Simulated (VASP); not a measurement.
Write the native input for VASP 6.6.1 that does the following.

```
Task                   : single point
Functional             : BLYP
Potentials or basis    : VASP PAW PBE potentials, release 64 (Br, K_sv)
Cutoff                 : 520 eV
k mesh                 : 7 × 7 × 7
Occupations            : fermi-dirac, width 0.05 eV
Spin                   : no spin polarisation
Dipole correction      : no
Further INCAR settings : ALGO = Normal; EDIFF = 1e-06; NBANDS = 15
```

The structure of KBr lies in POSCAR:

```
KBr
1.0
    0.0000000000      3.3000000000      3.3000000000
    3.3000000000      0.0000000000      3.3000000000
    3.3000000000      3.3000000000      0.0000000000
Br K
1 1
Direct
    0.5000000000      0.5000000000      0.5000000000
    0.0000000000      0.0000000000      0.0000000000
```

The input as run:

INCAR

```
PREC = Accurate
ENCUT = 520
EDIFF = 1E-6
ISMEAR = -1
SIGMA = 0.05
LREAL = False
LASPH = True
NELM = 100
ALGO = Normal
ISIF = 2
LWAVE = False
LCHARG = True
GGA = B5
ALDAX = 1.0
AGGAX = 1.0
AGGAC = 1.0
ALDAC = 0.0
LELF = True
LVHAR = True
NBANDS = 15
```

KPOINTS

```
regular mesh
0
Gamma
  7 7 7
```

Potentials or basis: VASP PAW PBE potentials, release 64 (Br, K_sv).

Run with:

```sh
$ cat potpaw_PBE.64/Br/POTCAR potpaw_PBE.64/K_sv/POTCAR > POTCAR
$ mpirun -np 1 vasp_std > vasp.out
```

It gave:

| Property | Result |
| --- | --- |
| Pressure | 1.5 GPa |
| Band gap on the k mesh | 4.45 eV, direct |

Caveat: the PAW data sets were made with another functional, which shifts forces and pressure a little.

Run time: 16 s on 1 thread of Intel(R) Xeon(R) 6975P-C (Granite Rapids), with other jobs on the host, peak memory 0.21 GiB.
